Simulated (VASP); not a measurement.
Here is a VASP 6.6.1 calculation.

File INCAR:

```
SYSTEM = H
PREC = Accurate
ENCUT = 520
EDIFF = 1E-6
ISMEAR = 0
SIGMA = 0.05
LREAL = .FALSE.
LASPH = .TRUE.
NELM = 80
ALGO = Normal
ISIF = 2
LWAVE = .FALSE.
LCHARG = .TRUE.
GGA = PE
LELF = .TRUE.
LVHAR = .TRUE.
NBANDS = 8
```

KPOINTS

```
Automatic mesh
0
G
  8 8 8
  0 0 0
```

The input POSCAR:

```
H
1.0
   -1.8502304687      1.8502304687      2.2855640979
    1.8502304687     -1.8502304687      2.2855640979
    1.8595048069      1.8595048069     -2.2855640979
H
2
Direct
    0.9178910720      0.9178910720      0.0000000000
    0.0821089280      0.0821089280      0.0000000000
```

Potentials or basis: VASP PAW PBE potentials, release 64 (H).

Run with:

```console
$ cat potpaw_PBE.64/H/POTCAR > POTCAR
$ mpirun -np 1 vasp_std > vasp.out
```

Problem. Estimate the band gap on the k mesh.

Solution. 9.28 eV, indirect (least direct gap 9.75 eV).

Problem. Predict the pressure.

Solution. -0.1 GPa.

Problem. Predict the largest force.

Solution. 0.009 eV/Å.

Forces on the atoms (eV/Å):
```
H    0.000  0.000  0.009
H    0.000  0.000 -0.009
```

Caveat: the cell differs from its parent crystal (strain +0.0050 x Voigt [0, 0, 0, 0, 0, 1]). A k mesh can miss the band edges.
